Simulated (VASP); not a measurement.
Input of a VASP 6.6.1 run:

Contents of INCAR:

```
PREC = Accurate ; ENCUT = 600
EDIFF = 1E-6 ; ISMEAR = 0
SIGMA = 0.1 ; LREAL = False
LASPH = True ; NELM = 200
ALGO = Normal ; ISIF = 2
LWAVE = False ; LCHARG = False
ISPIN = 2 ; MAGMOM = 0 0 0 0 1
LORBIT = 11 ; GGA = PE
NBANDS = 23 ; GGA_COMPAT = False
```

The input KPOINTS:

```
Automatic mesh
0
Gamma
  4 4 4
```

File POSCAR:

```
Si4O
1.0
   -2.6855274399      2.6855274399      2.6855274399
    2.6855274399     -2.6855274399      2.6855274399
    2.6855274399      2.6855274399     -2.6855274399
Si O
4 1
Direct
    0.4296361812      0.4296361812      0.4296361812
    0.5703638188      0.0000000000      0.0000000000
    0.0000000000      0.0000000000      0.5703638188
    0.0000000000      0.5703638188      0.0000000000
    0.0000000000      0.0000000000      0.0000000000
```

Potentials or basis: VASP PAW PBE potentials, release 64 (Si, O).

Launch:

```bash
$ cat potpaw_PBE.64/Si/POTCAR potpaw_PBE.64/O/POTCAR > POTCAR
$ mpirun -np 1 vasp_std > vasp.out
```

Q: Predict the site moments.

A: Si +0.09; O +0.07 μB.

Q: Predict the pressure.

A: -0.5 GPa.

Forces in eV/Å, atoms in the order of the input:
```
Si   0.029  0.029  0.029
Si   0.029 -0.029 -0.029
Si  -0.029 -0.029  0.029
Si  -0.029  0.029 -0.029
O    0.000  0.000  0.000
```

Caveat: the k points lie up to 0.41 Å⁻¹ apart.
